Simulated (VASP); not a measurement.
Wanted: the native input for a VASP 6.6.1 run.

| Item | Value |
| --- | --- |
| Task | single point |
| Functional | r2SCAN |
| Potentials or basis | VASP PAW PBE potentials, release 64 (Na_pv, H) |
| Cutoff | 520 eV |
| k mesh | 10 × 10 × 10 |
| Occupations | gaussian, width 0.01 eV |
| Spin | no spin polarisation |
| Dipole correction | no |
| Further INCAR settings | ALGO = Normal; EDIFF = 1e-07; NBANDS = 11 |

NaH:

```
CELL_PARAMETERS angstrom
0.03740 2.43491 2.43491
2.43491 0.03740 2.43491
2.43491 2.43491 0.03740
ATOMIC_POSITIONS crystal
Na 0.00000 0.00000 0.00000
H 0.50000 0.50000 0.50000
```

This cell differs from its parent crystal: strain along [111] +2.3%.

One way to write it, as run:

POSCAR

```
NaH
1.0
    0.0374011917      2.4349134789      2.4349134789
    2.4349134789      0.0374011917      2.4349134789
    2.4349134789      2.4349134789      0.0374011917
Na H
1 1
Direct
    0.0000000000      0.0000000000      0.0000000000
    0.5000000000      0.5000000000      0.5000000000
```

INCAR.step1

```
ALGO = Normal
EDIFF = 1E-4
ENCUT = 520
GGA = PE
ISMEAR = 0
LASPH = T
LCHARG = F
LREAL = F
LWAVE = T
NBANDS = 11
NELM = 80
PREC = Accurate
SIGMA = 0.01
```

INCAR.step2

```
ALGO = Normal
EDIFF = 1E-7
ENCUT = 520
ISIF = 2
ISMEAR = 0
ISTART = 1
LASPH = T
LCHARG = T
LELF = T
LMIXTAU = T
LREAL = F
LVHAR = T
LWAVE = F
METAGGA = R2SCAN
NBANDS = 11
NELM = 80
PREC = Accurate
SIGMA = 0.01
```

KPOINTS

```
k-points
0
Gamma
  10 10 10
```

Potentials or basis: VASP PAW PBE potentials, release 64 (Na_pv, H).

Launch:

```bash
$ cat potpaw_PBE.64/Na_pv/POTCAR potpaw_PBE.64/H/POTCAR > POTCAR
$ cp INCAR.step1 INCAR
$ mpirun -np 1 vasp_std > vasp.out
$ cp INCAR.step2 INCAR
$ mpirun -np 1 vasp_std > vasp.out
```

It gave:

- Pressure: -0.8 GPa
- Band gap on the k mesh: 4.25 eV, indirect (least direct gap 5.17 eV)

Caveat: the cell differs from its parent crystal (strain along [111] +2.3%); the PAW data sets were made with another functional, which shifts forces and pressure a little.

Run time: 63 s on 1 thread of Intel(R) Xeon(R) 6975P-C (Granite Rapids), with other jobs on the host, peak memory 0.17 GiB.
